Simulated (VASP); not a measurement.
# Y2TaN3: single point with PBE

Y2TaN3:

```
CELL_PARAMETERS angstrom
5.39754 0.00000 0.00000
-2.69877 4.67441 0.00000
0.00000 0.00000 3.81526
ATOMIC_POSITIONS crystal
Y 0.33333 0.66667 0.00000
Y 0.66667 0.33333 0.00000
Ta 0.00000 0.00000 0.00000
N 0.50000 0.00000 0.50000
N 0.50000 0.50000 0.50000
N 0.00000 0.50000 0.50000
```

The cell was generated, and may not be a known phase.

| Quantity | Value |
| --- | --- |
| Program | VASP 6.6.1 |
| Task | single point |
| Functional | PBE |
| Potentials or basis | VASP PAW PBE potentials, release 64 (Y_sv, Ta_pv, N) |
| Cutoff | 520 eV |
| k mesh | 6 × 6 × 4 |
| Occupations | gaussian, width 0.1 eV |
| Spin | no spin polarisation |
| Dipole correction | no |
| Further INCAR settings | ALGO = Normal; EDIFF = 1e-06; NBANDS = 33 |

```yaml
Pressure: -5.9 GPa
Band_gap_on_the_k_mesh: zero (bands 24 and 25 overlap by 0.81 eV)
```

Stress tensor (GPa, compression positive):
```
  8.36   0.00   0.00
  0.00   8.36   0.00
  0.00   0.00 -34.51
```

Levels at points of the mesh, in eV from the Fermi level:
```csv
k point,band 22,band 23,band 24,band 25,band 26,band 27
"(0.00, 0.00, 0.00)",-1.04,0.36,0.36,0.54,0.61,0.61
"(0.50, 0.00, 0.00)",-1.62,-0.95,-0.58,0.33,1.00,1.21
"(0.00, 0.00, 0.50)",0.30,0.30,0.69,0.72,0.72,1.44
"(0.50, 0.00, 0.50)",-1.53,-1.50,-0.31,0.33,0.64,0.68
```

It took 51 s on 1 thread of Intel(R) Xeon(R) 6975P-C (Granite Rapids) (shared host), peak memory 0.24 GiB.

Caveat: the k points lie up to 0.41 Å⁻¹ apart, too coarse for converged energies and pressures of a metal; spin-orbit coupling is left out, which moves the levels of the heavy elements.
